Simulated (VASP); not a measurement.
Here is a VASP 6.6.1 calculation.

INCAR

```
SYSTEM = SiC
  PREC = Accurate
  ENCUT = 520
  EDIFF = 1E-7
  ISMEAR = 0
  SIGMA = 0.02
  LREAL = .FALSE.
  LASPH = .TRUE.
  NELM = 80
  ALGO = Normal
  ISIF = 2
  LWAVE = .FALSE.
  LCHARG = .FALSE.
  GGA = PE
  NBANDS = 16
```

The input KPOINTS:

```
regular mesh
0
G
  12 12 6
  0 0 0
```

Contents of POSCAR:

```
SiC
1.0
    3.0870430976      0.0000000000      0.0000000000
   -1.5435215488      2.6734577451      0.0000000000
    0.0000000000      0.0000000000      5.0664212911
Si C
2 2
Direct
    0.3333333333      0.6666666667      0.4995860237
    0.6666666667      0.3333333333      0.9995860237
    0.3333333333      0.6666666667      0.8754139763
    0.6666666667      0.3333333333      0.3754139763
```

Potentials or basis: VASP PAW PBE potentials, release 64 (Si, C).

Launch:

```bash
$ cat potpaw_PBE.64/Si/POTCAR potpaw_PBE.64/C/POTCAR > POTCAR
$ mpirun -np 1 vasp_std > vasp.out
```

(1) Predict the band gap on the k mesh.

(2) What does it give for the pressure?

Results:

(1) 2.29 eV, indirect (least direct gap 3.95 eV).

(2) 1.0 GPa.
